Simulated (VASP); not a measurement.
Write the native input for VASP 6.6.1 that does the following.

```yaml
Task: single point
Functional: PBE
Dispersion: D3(BJ)
Potentials_or_basis: VASP PAW PBE potentials, release 64 (C, F, H)
Cutoff: 520 eV
k_mesh: 2 × 2 × 1
Occupations: gaussian, width 0.05 eV
Spin: no spin polarisation
Dipole_correction: no
Further_INCAR_settings: LREAL = Auto; ALGO = Normal; EDIFF = 1e-06; NBANDS = 91
```

The structure of HC32F lies in POSCAR:

```
HC32F
1.0
    9.8640000000      0.0000000000      0.0000000000
   -4.9320000000      8.5424750000      0.0000000000
    0.0000000000      0.0000000000     12.0000000000
C F H
32 1 1
Direct
   -0.0020876686     -0.0009470323      0.0806290000
    0.1644958801      0.0822070887      0.0807166667
   -0.0021135248      0.2491170299      0.0804497500
    0.1644906557      0.3325693081      0.0802879167
   -0.0020239163      0.4991234976      0.0804666667
    0.1646254174      0.5824931299      0.0803346667
   -0.0020277187      0.7491134595      0.0805841667
    0.1646281346      0.8324101622      0.0805888333
    0.2479643597     -0.0009429352      0.0806510000
    0.4146832943      0.0824176834      0.0806345833
    0.2478160286      0.2490430467      0.0806427500
    0.4148391837      0.3325471833      0.0806110833
    0.2479713045      0.4992110600      0.0801172500
    0.4146704952      0.5825652402      0.0800987500
    0.2479861704      0.7491248145      0.0804473333
    0.4146547223      0.8324604989      0.0804421667
    0.4980124301     -0.0008972809      0.0805745833
    0.6646688672      0.0824595916      0.0805736667
    0.4981424679      0.2490316916      0.0806702500
    0.6647270993      0.3324562261      0.0805867500
    0.4981472612      0.4993959011      0.0802340833
    0.6647618979      0.5825600894      0.0804057500
    0.4980184681      0.7491900181      0.0803202500
    0.6646662400      0.8324697468      0.0804560000
    0.7479974821     -0.0008722297      0.0805588333
    0.9146422704      0.0824583039      0.0805660833
    0.7480051948      0.2491095379      0.0805559167
    0.9146324057      0.3324720295      0.0804675000
    0.7479991357      0.4991339161      0.0805310833
    0.9146450461      0.5824516899      0.0805544167
    0.7480092252      0.7491640303      0.0804527500
    0.9146370501      0.8324259655      0.0805695833
    0.3342687641      0.3337267010      0.3406145000
    0.3341519299      0.3169174039      0.2636042500
```

One way to write it, as run:

INCAR

```
SYSTEM = HC32F
ALGO     = Normal         ! electronic algorithm
EDIFF    = 1E-6           ! SCF threshold, eV
ENCUT    = 520            ! plane-wave cutoff, eV
GGA      = PE             ! functional
ISIF     = 2              ! what is computed and relaxed
ISMEAR   = 0              ! smearing method
IVDW     = 12             ! dispersion correction
LASPH    = .True.         ! aspherical terms in the spheres
LCHARG   = .False.        ! write CHGCAR
LREAL    = Auto         
LWAVE    = .False.        ! write WAVECAR
NBANDS   = 91             ! bands
NELM     = 100            ! most SCF steps
PREC     = Accurate       ! precision mode
SIGMA    = 0.05           ! smearing width, eV
```

KPOINTS

```
k-points
0
Gamma
  2 2 1
  0 0 0
```

Potentials or basis: VASP PAW PBE potentials, release 64 (C, F, H).

The run is started by

```sh
$ cat potpaw_PBE.64/C/POTCAR potpaw_PBE.64/F/POTCAR potpaw_PBE.64/H/POTCAR > POTCAR
$ mpirun -np 1 vasp_std > vasp.out
```

It gave:

- Largest force: 0.316 eV/Å
- Band gap on the k mesh: 1.92 eV
- Dispersion energy per atom: -0.087 eV

Run time: 13 min on 1 thread of Intel(R) Xeon(R) 6975P-C (Granite Rapids) (shared host), peak memory 1.2 GiB.
